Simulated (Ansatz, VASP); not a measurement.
# LiF: VASP beside Ansatz

The input INCAR:

```
PREC = Accurate
ENCUT = 520
EDIFF = 1E-6
ISMEAR = 0
SIGMA = 0.05
LREAL = F
LASPH = T
NELM = 60
ALGO = Normal
ISIF = 2
LWAVE = F
LCHARG = F
GGA = PE
NBANDS = 18
```

KPOINTS

```
regular mesh
0
Gamma
  9 9 6
```

File POSCAR:

```
LiF
1.0
    3.3849694332      0.0000000000      0.0000000000
   -1.6924847166      2.9314695202      0.0000000000
    0.0000000000      0.0000000000      4.8489687131
Li F
2 2
Direct
    0.3333333333      0.6666666667      0.3810713234
    0.6666666667      0.3333333333      0.8810713234
    0.3333333333      0.6666666667      0.9939266766
    0.6666666667      0.3333333333      0.4939266766
```

Input for Ansatz:

```yaml
crystal:
  lattice:
    - [3.3849694332, 0.0, 0.0]
    - [-1.6924847166, 2.9314695202, 0.0]
    - [0.0, 0.0, 4.8489687131]
  atoms:
    - { symbol: Li, position: [0.3333333333, 0.6666666667, 0.3810713234] }
    - { symbol: Li, position: [0.6666666667, 0.3333333333, 0.8810713234] }
    - { symbol: F, position: [0.3333333333, 0.6666666667, 0.9939266766] }
    - { symbol: F, position: [0.6666666667, 0.3333333333, 0.4939266766] }
basis:
  ecutwfc: 520.0
kpoints:
  mp_grid: { grid: [9, 9, 6] }
hamiltonian:
  xc: pbe
scf:
  occupations: { method: gaussian, width: 0.05 }
output:
  forces: true
  stress: true
  eigenvalues: true
```

Alike in both runs: task single point; functional PBE; k mesh 9 × 9 × 6; occupations gaussian, width 0.05 eV; no spin polarisation.

|  | VASP | Ansatz |
| --- | --- | --- |
| version | VASP 6.6.1 | Ansatz 0.2.0 |
| potentials or method | VASP PAW PBE potentials, release 64 (Li_sv, F), cutoff 520 eV | scalar-relativistic, plane waves, PAW |
| valence electrons in the cell | 20 | 20 |

|  | VASP | Ansatz | Ansatz less VASP |
| --- | --- | --- | --- |
| gap on the k mesh at the Fermi level (eV) | 6.82 | 6.83 | +0.007 |
| least direct gap on the mesh (eV) | 6.82 | 6.83 | +0.007 |
| rms of the force components (eV/Å) | 0.091 | 0.085 | -0.0065 |

Atom by atom the forces differ by 0.006 eV/Å (rms over components).

Noted on VASP's run: the cutoff is short for stress, so the pressure is rough.
